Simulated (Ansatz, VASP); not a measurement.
**SiC: VASP beside Ansatz**

File INCAR:

```
PREC = Accurate
ENCUT = 520
EDIFF = 1E-7
ISMEAR = 0
SIGMA = 0.05
LREAL = False
LASPH = True
NELM = 60
ALGO = Normal
ISIF = 2
LWAVE = False
LCHARG = False
GGA = PE
NBANDS = 16
```

KPOINTS

```
regular mesh
0
Gamma
  12 12 6
```

POSCAR

```
SiC
1.0
    3.0920366030      0.0000000000      0.0000000000
   -1.5460183015      2.6777822476      0.0000000000
    0.0000000000      0.0000000000      5.0738984874
Si C
2 2
Direct
    0.3333333333      0.6666666667      0.0045639005
    0.6666666667      0.3333333333      0.5045639005
    0.3333333333      0.6666666667      0.3655166051
    0.6666666667      0.3333333333      0.8655166051
```

Input for Ansatz:

```yaml
crystal:
  lattice:
    - [3.092036603, 0.0, 0.0]
    - [-1.5460183015, 2.6777822476, 0.0]
    - [0.0, 0.0, 5.0738984874]
  atoms:
    - { symbol: Si, position: [0.3333333333, 0.6666666667, 0.0045639005] }
    - { symbol: Si, position: [0.6666666667, 0.3333333333, 0.5045639005] }
    - { symbol: C, position: [0.3333333333, 0.6666666667, 0.3655166051] }
    - { symbol: C, position: [0.6666666667, 0.3333333333, 0.8655166051] }
basis:
  ecutwfc: 520.0
kpoints:
  mp_grid: { grid: [12, 12, 6] }
hamiltonian:
  xc: pbe
  pseudopotentials: { kind: paw, azcp: { folder: soft_1 } }
scf:
  occupations: { method: gaussian, width: 0.05 }
output:
  forces: true
  stress: true
  eigenvalues: true
```

Alike in both runs: task single point; functional PBE; k mesh 12 × 12 × 6; occupations gaussian, width 0.05 eV; no spin polarisation.

|  | VASP | Ansatz |
| --- | --- | --- |
| version | VASP 6.6.1 | Ansatz 0.2.0 |
| potentials or method | VASP PAW PBE potentials, release 64 (Si, C), cutoff 520 eV | scalar-relativistic, plane waves, PAW |
| valence electrons in the cell | 16 | 16 |

|  | VASP | Ansatz | Ansatz less VASP |
| --- | --- | --- | --- |
| gap on the k mesh at the Fermi level (eV) | 1.77 | 1.78 | +0.004 |
| least direct gap on the mesh (eV) | 3.77 | 3.78 | +0.005 |
| pressure (GPa) | 0.5 | 0.6 | +0.04 |
| traceless stress, the component that is largest in VASP (GPa) | 6.23 | 6.24 | +0.008 |
| rms of the force components (eV/Å) | 0.888 | 0.889 | +0.0005 |

Atom by atom the forces differ by 0.000 eV/Å (rms over components).
